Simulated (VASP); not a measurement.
# Cd (P6_3/mmc) in VASP: notebook

Runs on Cd. Level: PBEsol. Tasks: single point.

Everything below comes from runs of VASP 6.6.1. Logs are shortened: lines on timing, memory, paths and dates and some standing lists are left out, and cuts for length are marked.

**1. The cell of the first run**

It takes space group P6_3/mmc (No. 194, hexagonal). The conventional cell has a = 2.904 Å, b = 2.904 Å, c = 5.899 Å, α = 90.00°, β = 90.00°, γ = 120.00°. Within 3.8 Å of Cd (site symmetry -6m2) lie 12 Cd at 2.90 to 3.39 Å.

**2. Single point, PBEsol (strain -0.025 along x and y, +0.050 along z)**

Contents of INCAR:

```
ALGO = Fast
EDIFF = 1E-6
ENCUT = 520
GGA = PS
ISIF = 2
ISMEAR = 0
LASPH = True
LCHARG = False
LREAL = False
LWAVE = False
NBANDS = 19
NELM = 80
PREC = Accurate
SIGMA = 0.15
```

Contents of KPOINTS:

```
k-points
0
Gamma
  18 18 8
```

Contents of POSCAR:

```
Cd
1.0
    2.9044006954      0.0000000000      0.0000000000
   -1.4522003477      2.5152847850      0.0000000000
    0.0000000000      0.0000000000      5.8985325000
Cd
2
Direct
    0.3333333333      0.6666666667      0.2500000000
    0.6666666667      0.3333333333      0.7500000000
```

Potentials or basis: VASP PAW PBE potentials, release 64 (Cd).

On the command line:

```sh
$ cat potpaw_PBE.64/Cd/POTCAR > POTCAR
$ mpirun -np 1 vasp_std > vasp.out
```

OUTCAR:

```text
EDIFF = 1E-6
   ENCUT = 520
   GGA = PS
   ISIF = 2
   ISMEAR = 0
   LASPH = True
   LREAL = False
   NELM = 80
   PREC = Accurate

 ion  position               nearest neighbor table
   1  0.333  0.667  0.250-   2 3.39   2 3.39   2 3.39   2 3.39   2 3.39   2 3.39
   2  0.667  0.333  0.750-   1 3.39   1 3.39   1 3.39   1 3.39   1 3.39   1 3.39

  LATTYP: Found a hexagonal cell.
 ALAT       =     2.9044006954
 C/A-ratio  =     2.0308948794

  Lattice vectors:

 A1 = (   2.9044006954,   0.0000000000,   0.0000000000)
 A2 = (  -1.4522003477,   2.5152847850,   0.0000000000)
 A3 = (   0.0000000000,   0.0000000000,   5.8985325000)

Analysis of symmetry for initial positions (statically):
=====================================================================
 Subroutine PRICEL returns:
 Original cell was already a primitive cell.

 Routine SETGRP: Setting up the symmetry group for a
 hexagonal supercell.

 Subroutine GETGRP returns: Found 24 space group operations
 (whereof 12 operations were pure point group operations)
 out of a pool of 24 trial point group operations.

The static configuration has the point symmetry D_3d.
 The point group associated with its full space group is D_6h.

Analysis of symmetry for dynamics (positions and initial velocities):
=====================================================================
 Subroutine PRICEL returns:
 Original cell was already a primitive cell.

 Routine SETGRP: Setting up the symmetry group for a
 hexagonal supercell.

 Subroutine GETGRP returns: Found 24 space group operations
 (whereof 12 operations were pure point group operations)
 out of a pool of 24 trial point group operations.

The dynamic configuration has the point symmetry D_3d.
 The point group associated with its full space group is D_6h.

 Subroutine INISYM returns: Found 24 space group operations
 (whereof 12 operations are pure point group operations),
 and found     1 'primitive' translations

----------------------------------------------------------------------------------------

                                     Primitive cell

  volume of cell :      43.0911

  direct lattice vectors                    reciprocal lattice vectors
     2.904400695  0.000000000  0.000000000     0.344305110  0.198784648  0.000000000
    -1.452200348  2.515284785  0.000000000     0.000000000  0.397569296  0.000000000
     0.000000000  0.000000000  5.898532500     0.000000000  0.000000000  0.169533693

  length of vectors
     2.904400695  2.904400695  5.898532500     0.397569296  0.397569296  0.169533693

[... 75 lines left out ...]
   LNONCOLLINEAR =      F non collinear calculations
   LSORBIT =      F    spin-orbit coupling
   LASPH  =      T    aspherical Exc in radial PAW
   ENCUT  =  520.0 eV  38.22 Ry    6.18 a.u.   5.40  5.40 10.97*2*pi/ulx,y,z
   NELM   =     80;   NELMIN=  2; NELMDL= -5     # of ELM steps
   EDIFF  = 0.1E-05   stopping-criterion for ELM
   LREAL  =      F    real-space projection
   EDIFFG = 0.1E-04   stopping-criterion for IOM
   NSW    =      0    number of steps for IOM
   IBRION =     -1    ionic relax: 0-MD 1-quasi-New 2-CG
   NFREE  =      0    steps in history (QN), initial steepest desc. (CG)
   ISIF   =      2    stress and relaxation
   ISYM   =      2    0-nonsym 1-usesym 2-fastsym
   POTIM  = 0.5000    time-step for ionic-motion
   TEBEG  =    0.0;   TEEND  =   0.0 temperature during run
   PSTRESS=    0.0 pullay stress
   NELECT =      24.0000    total number of electrons
   NUPDOWN=      -1.0000    fix difference up-down
   EMIN   =  10.00;   EMAX   =-10.00  energy-range for DOS
   EFERMI =   0.00;   METHOD = LEGACY
   ISMEAR =     0;   SIGMA  =   0.15  broadening in eV -4-tet -1-fermi 0-gaus
   EFERMI_NEDOS =   21; number of points for ismear=-14 and -15
   IALGO  =     68    algorithm
   IMIX   =      4    mixing-type and parameters
     AMIX     =   0.40;   BMIX     =  1.00
     AMIX_MAG =   1.60;   BMIX_MAG =  1.00
  volume/ion in A,a.u.               =      21.55       145.40
  Fermi-wavevector in a.u.,A,eV,Ry     =   1.346943  2.545354 24.684459  1.814257
  Thomas-Fermi vector in A             =   2.474734
   LORBIT       =      0    0 simple, 1 ext, 2 COOP (PROOUT), +10 PAW based schemes
   GGA     = PS    functional components
   LHFCALC =     F    Hartree Fock is set to
   AEXX    =    0.0000 exact exchange contribution
   IVDW    =     0    specifies the selected vdW correction
   LEPSILON=     F    determine dielectric tensor
   LRPA    =     F    only Hartree local field effects (RPA)
 non-spin polarized calculation
 RMM-DIIS sequential band-by-band and
 Gauss-broadening in eV      SIGMA  =   0.15
  energy-cutoff  :      520.00
  volume of cell :       43.09
 maximum number of plane-waves:      1192
 NGX is ok and might be reduce to    24
   NGX = 11   NGY = 11   NGZ = 21

 number of electron      24.0000005 magnetization

 Free energy of the ion-electron system (eV)
  ---------------------------------------------------
  ext. energy  EPLUGINS =         0.00000000
  ---------------------------------------------------
  free energy    TOTEN  =        -2.38133887 eV

  energy without entropy =       -2.37594365  energy(sigma->0) =       -2.37864126

 E-fermi :   2.6936     XC(G=0): -11.1970

 val. band max:        2.6907986512   @ k =   0.3889   0.2222   0.3750
 cond. band min:       2.7069161602   @ k =   0.1111   0.0556   0.2500
 fundamental gap:      0.0161175090
 Fermi energy:         2.6935924158

 k-point     1 :       0.0000    0.0000    0.0000
  band No.  band energies     occupation
      1      -7.2025      2.00000
      2      -7.0320      2.00000
      3      -6.4719      2.00000
      4      -6.4719      2.00000
      5      -6.4371      2.00000
      6      -6.4371      2.00000
[... 505 lines left out ...]
      6      -6.0439      2.00000
[... 11 lines left out ...]
     18      13.9335      0.00000
     19      14.9640      0.00000

 [... further k-points ...]
[... 5 lines left out ...]
  --------------------------------------------------------------------------------------
  -------------------------------------------------------------------------------------
  Total        0.4978596      0.4978596     -0.5276762     -0.0000000     -0.0000000      0.0000000
  in kB       18.5109951     18.5109951    -19.6196135     -0.0000000     -0.0000000      0.0000000
  external PRESSURE =       5.8007922 kB  Pullay stress =       0.0000000 kB

 VOLUME and BASIS-vectors are now :
 -----------------------------------------------------------------------------
  energy-cutoff  :      520.00
  volume of cell :       43.09
      direct lattice vectors                 reciprocal lattice vectors
     2.904400695  0.000000000  0.000000000     0.344305110  0.198784648  0.000000000
    -1.452200348  2.515284785  0.000000000     0.000000000  0.397569296  0.000000000
     0.000000000  0.000000000  5.898532500     0.000000000  0.000000000  0.169533693

 POSITION                                       TOTAL-FORCE (eV/Angst)
 -----------------------------------------------------------------------------------
     -0.00000      1.67686      1.47463         0.000000     -0.000000      0.000000
      1.45220      0.83843      4.42390        -0.000000      0.000000      0.000000
 -----------------------------------------------------------------------------------
    total drift:                               -0.000000      0.000000      0.000000

  FREE ENERGIE OF THE ION-ELECTRON SYSTEM (eV)
  ---------------------------------------------------
  free  energy   TOTEN  =        -2.3813388684 eV

  energy  without entropy=       -2.3759436528  energy(sigma->0) =       -2.37864126
```

OSZICAR:

```text
N       E                     dE             d eps       ncg     rms          rms(c)
DAV:   1     0.175549273082E+03    0.17555E+03   -0.13116E+04  7030   0.127E+03
DAV:   2     0.152432944453E+01   -0.17402E+03   -0.16730E+03  7312   0.334E+02
DAV:   3    -0.255827895342E+01   -0.40826E+01   -0.40747E+01  8161   0.585E+01
DAV:   4    -0.256562761459E+01   -0.73487E-02   -0.73482E-02  7735   0.234E+00
DAV:   5    -0.256565028097E+01   -0.22666E-04   -0.22666E-04  7737   0.125E-01    0.464E+00
RMM:   6    -0.239594304695E+01    0.16971E+00   -0.38141E-01  7078   0.572E+00    0.362E+00
RMM:   7    -0.238320069456E+01    0.12742E-01   -0.26627E-02  7306   0.117E+00    0.192E+00
RMM:   8    -0.238128845214E+01    0.19122E-02   -0.38509E-03  7582   0.828E-01    0.105E-01
RMM:   9    -0.238132038979E+01   -0.31938E-04   -0.21773E-04  7734   0.148E-01    0.395E-02
RMM:  10    -0.238134224151E+01   -0.21852E-04   -0.81582E-05  7599   0.117E-01    0.304E-02
RMM:  11    -0.238133886862E+01    0.33729E-05   -0.14872E-05  7815   0.362E-02    0.245E-03
RMM:  12    -0.238133886838E+01    0.23374E-09   -0.39505E-07  4794   0.705E-03
   1 F= -.23813389E+01 E0= -.23786413E+01  d E =-.539522E-02
```

stdout:

```text
POSCAR found type information on POSCAR Cd
 POSCAR found :  1 types and       2 ions
 scaLAPACK will be used
 -----------------------------------------------------------------------------
|                                                                             |
|                                                                             |
|     You enforced a specific xc type in the INCAR file but a different       |
|     I HOPE YOU KNOW WHAT YOU ARE DOING!                                     |
|                                                                             |
 -----------------------------------------------------------------------------

 LDA part: xc-table for (Slater+PW92), standard interpolation
 POSCAR, INCAR and KPOINTS ok, starting setup
 FFT: planning ... GRIDC
 FFT: planning ... GRID_SOFT
 FFT: planning ... GRID
 WAVECAR not read
 entering main loop
```

Wall time 2.3 min (1 thread of Intel Xeon 8259CL, shared host); peak memory 0.26 GiB.

Results:

```
Free energy            : -2.3813 eV
Pressure               : 0.6 GPa
Band gap on the k mesh : zero (bands 12 and 13 overlap by 4.91 eV)
```

Stress tensor (GPa, compression positive):
```
 1.85  0.00  0.00
 0.00  1.85  0.00
 0.00  0.00 -1.96
```

Caveat: the cell differs from its parent crystal (strain -0.025 along x and y, +0.050 along z); the PAW data sets were made with another functional, which shifts forces and pressure a little.

**3. Single point, PBEsol (strain +0.025 along x and y, -0.050 along z)**

Contents of INCAR:

```
SYSTEM = Cd
  PREC = Accurate
  ENCUT = 520
  EDIFF = 1E-7
  ISMEAR = 0
  SIGMA = 0.15
  LREAL = .False.
  LASPH = .True.
  NELM = 60
  ALGO = Fast
  ISIF = 2
  LWAVE = .False.
  LCHARG = .False.
  GGA = PS
  NBANDS = 19
```

Contents of KPOINTS:

```
Automatic mesh
0
Gamma
  18 18 8
  0 0 0
```

Contents of POSCAR:

```
Cd
1.0
    3.0533443208      0.0000000000      0.0000000000
   -1.5266721604      2.6442737483      0.0000000000
    0.0000000000      0.0000000000      5.3367675000
Cd
2
Direct
    0.3333333333      0.6666666667      0.2500000000
    0.6666666667      0.3333333333      0.7500000000
```

Potentials or basis: VASP PAW PBE potentials, release 64 (Cd).

On the command line:

```sh
$ cat potpaw_PBE.64/Cd/POTCAR > POTCAR
$ mpirun -np 1 vasp_std > vasp.out
```

Run time: 2.2 min. Hardware: 1 thread of Intel Xeon 8259CL, shared host; peak memory 0.25 GiB.

Results (log left out):

```
Free energy            : -2.3852 eV
Pressure               : -1.6 GPa
Band gap on the k mesh : zero (bands 12 and 13 overlap by 3.60 eV)
```

Stress tensor (GPa, compression positive):
```
-2.21  0.00  0.00
 0.00 -2.21  0.00
 0.00  0.00 -0.45
```

Levels at points of the mesh, in eV from the Fermi level:
| k point | band 9 | band 10 | band 11 | band 12 | band 13 | band 14 | band 15 | band 16 |
| --- | --- | --- | --- | --- | --- | --- | --- | --- |
| (0.00, 0.00, 0.00) | -8.80 | -8.43 | -8.43 | -2.83 | -2.23 | 12.59 | 13.55 | 13.55 |
| (0.50, 0.00, 0.00) | -8.27 | -8.23 | -2.64 | -2.27 | 2.35 | 3.01 | 3.47 | 5.37 |
| (0.00, 0.00, 0.50) | -8.57 | -8.57 | -7.34 | -7.34 | 4.94 | 4.94 | 14.07 | 14.07 |
| (0.50, 0.00, 0.50) | -8.25 | -8.25 | -1.71 | -1.71 | -0.20 | -0.20 | 8.90 | 8.90 |

Caveat: the cell differs from its parent crystal (strain +0.025 along x and y, -0.050 along z); the PAW data sets were made with another functional, which shifts forces and pressure a little.

**4. Single point, PBEsol (strain +0.000 along x and y, +0.025 along z)**

Contents of INCAR:

```
SYSTEM = Cd
  PREC = Accurate
  ENCUT = 520
  EDIFF = 1E-6
  ISMEAR = 0
  SIGMA = 0.15
  LREAL = .False.
  LASPH = .True.
  NELM = 80
  ALGO = Fast
  ISIF = 2
  LWAVE = .False.
  LCHARG = .True.
  GGA = PS
  LELF = .True.
  LVHAR = .True.
  NBANDS = 19
```

KPOINTS is that of step 3.

Contents of POSCAR:

```
Cd
1.0
    2.9788725081      0.0000000000      0.0000000000
   -1.4894362540      2.5797792666      0.0000000000
    0.0000000000      0.0000000000      5.7580912500
Cd
2
Direct
    0.3333333333      0.6666666667      0.2500000000
    0.6666666667      0.3333333333      0.7500000000
```

On the command line:

```sh
$ cat potpaw_PBE.64/Cd/POTCAR > POTCAR
$ mpirun -np 1 vasp_std > vasp.out
```

Wall time 2.6 min (1 thread of Intel Xeon 8259CL, shared host); peak memory 0.26 GiB.

It converged, with:

| Item | Value |
| --- | --- |
| Free energy | -2.3901 eV |
| Pressure | -2.1 GPa |
| Band gap on the k mesh | zero (bands 12 and 13 overlap by 4.66 eV) |

Stress tensor (GPa, compression positive):
```
-2.18  0.00  0.00
 0.00 -2.18  0.00
 0.00  0.00 -1.93
```

Levels at points of the mesh, in eV from the Fermi level:
| k point | band 8 | band 9 | band 10 | band 11 | band 12 | band 13 | band 14 | band 15 | band 16 | band 17 |
| --- | --- | --- | --- | --- | --- | --- | --- | --- | --- | --- |
| (0.00, 0.00, 0.00) | -8.63 | -8.63 | -8.41 | -8.41 | -3.33 | -3.06 | 9.74 | 14.01 | 14.55 | 14.97 |
| (0.50, 0.00, 0.00) | -8.45 | -8.13 | -8.11 | -2.25 | -1.76 | 1.77 | 2.91 | 2.97 | 5.12 | 8.50 |
| (0.00, 0.00, 0.50) | -8.51 | -8.51 | -8.51 | -7.31 | -7.31 | 3.23 | 3.23 | 14.86 | 14.86 | 15.87 |
| (0.50, 0.00, 0.50) | -8.43 | -8.12 | -8.12 | -1.49 | -1.49 | 0.07 | 0.07 | 7.68 | 7.68 | 10.02 |

Caveat: the cell differs from its parent crystal (strain +0.000 along x and y, +0.025 along z); the PAW data sets were made with another functional, which shifts forces and pressure a little.

**5. Overview**

| cell | further INCAR settings | gap on the mesh (eV) | pressure (GPa) |
| --- | --- | --- | --- |
| a = 2.904, b = 2.904, c = 5.899 Å, angles 90.0, 90.0, 120.0°, 2 atoms | ALGO = Fast; EDIFF = 1e-06; NBANDS = 19 | none | 0.6 |
| a = 3.053, b = 3.053, c = 5.337 Å, angles 90.0, 90.0, 120.0°, 2 atoms | ALGO = Fast; EDIFF = 1e-07; NBANDS = 19 | none | -1.6 |
| a = 2.979, b = 2.979, c = 5.758 Å, angles 90.0, 90.0, 120.0°, 2 atoms | ALGO = Fast; EDIFF = 1e-06; NBANDS = 19 | none | -2.1 |

Alike in all rows: task single point; level PBEsol; potentials or basis VASP PAW PBE potentials, release 64 (Cd); no spin polarisation; k mesh 18 × 18 × 8; cutoff (eV) 520; smearing gaussian 0.15 eV.

Caveats: the PAW data sets were made with another functional, which shifts forces and pressure a little.

Total energies depend on the potentials used, so only differences within one code and one set of settings carry meaning.
